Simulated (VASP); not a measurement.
A run of VASP 6.6.1 is set up as follows.

File INCAR:

```
SYSTEM = FeSi2
PREC     = Accurate       ! precision mode
ENCUT    = 520            ! plane-wave cutoff, eV
EDIFF    = 1E-6           ! SCF threshold, eV
ISMEAR   = 0              ! smearing method
SIGMA    = 0.1            ! smearing width, eV
LREAL    = .False.        ! projectors in reciprocal space
LASPH    = .True.         ! aspherical terms in the spheres
NELM     = 100            ! most SCF steps
ALGO     = Normal         ! electronic algorithm
ISIF     = 2              ! what is computed and relaxed
LWAVE    = .False.        ! write WAVECAR
LCHARG   = .False.        ! write CHGCAR
GGA      = PS             ! functional
NBANDS   = 15             ! bands
```

File KPOINTS:

```
regular mesh
0
Gamma
  16 16 8
  0 0 0
```

POSCAR

```
FeSi2
1.0
    2.5959931258      0.0000000000      0.0000000000
    0.0000000000      2.5959931258      0.0000000000
    0.0000000000      0.0000000000      4.9531715008
Fe Si
1 2
Direct
    0.0000000000      0.0000000000      0.0000000000
    0.5000000000      0.5000000000      0.2740138933
    0.5000000000      0.5000000000      0.7259861067
```

Potentials or basis: VASP PAW PBE potentials, release 64 (Fe, Si).

The run is started by

```console
$ cat potpaw_PBE.64/Fe/POTCAR potpaw_PBE.64/Si/POTCAR > POTCAR
$ mpirun -np 1 vasp_std > vasp.out
```

Q: Predict the pressure.

A: 23.0 GPa.

Q: Estimate the band gap on the k mesh.

A: Zero (band 8 reaches 11.55 eV, above the bottom of band 9 at 11.07 eV).

Q: What does it give for the largest force?

A: 0.033 eV/Å.

Forces in eV/Å, atoms in the order of the input:
```
Fe   0.000  0.000  0.000
Si   0.000  0.000  0.033
Si   0.000  0.000 -0.033
```

Caveat: the cell differs from its parent crystal (equal strain along all axes, cell held: -3.0 %, then relaxed in part); the PAW data sets were made with another functional, which shifts forces and pressure a little. Spin polarisation is off, so any magnetic state and its effect on volume and gap are missing.
